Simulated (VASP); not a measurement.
Set up this calculation in VASP 6.6.1, as the native input.

```
Task                   : single point
Functional             : BLYP
Potentials or basis    : VASP PAW PBE potentials, release 64 (Cs_sv)
Cutoff                 : 520 eV
k mesh                 : 12 × 12 × 12
Occupations            : fermi-dirac, width 0.1 eV
Spin                   : no spin polarisation
Dipole correction      : no
Further INCAR settings : ALGO = Normal; EDIFF = 1e-07; NBANDS = 10
```

The structure of Cs lies in POSCAR:

```
Cs
1.0
   -3.1851073879      3.1851073879      3.1851073879
    3.1851073879     -3.1851073879      3.1851073879
    3.1851073879      3.1851073879     -3.1851073879
Cs
1
Direct
    0.0000000000      0.0000000000      0.0000000000
```

These files were run (other wordings do the same):

INCAR

```
PREC = Accurate
ENCUT = 520
EDIFF = 1E-7
ISMEAR = -1
SIGMA = 0.1
LREAL = F
LASPH = T
NELM = 100
ALGO = Normal
ISIF = 2
LWAVE = F
LCHARG = F
GGA = B5
ALDAX = 1.0
AGGAX = 1.0
AGGAC = 1.0
ALDAC = 0.0
NBANDS = 10
```

KPOINTS

```
regular mesh
0
Gamma
  12 12 12
```

Potentials or basis: VASP PAW PBE potentials, release 64 (Cs_sv).

The run is started by

```sh
$ cat potpaw_PBE.64/Cs_sv/POTCAR > POTCAR
$ mpirun -np 1 vasp_std > vasp.out
```

It gave:

```
Pressure               : -0.1 GPa
Band gap on the k mesh : zero (an odd number of electrons rules out a gap without spin polarisation)
```

Caveat: the PAW data sets were made with another functional, which shifts forces and pressure a little; spin-orbit coupling is left out, which moves the levels of the heavy elements.

Run time: 97 s on 1 thread of Intel(R) Xeon(R) Platinum 8259CL CPU @ 2.50GHz (Skylake/Cascade Lake), on a shared host, peak memory 0.29 GiB.
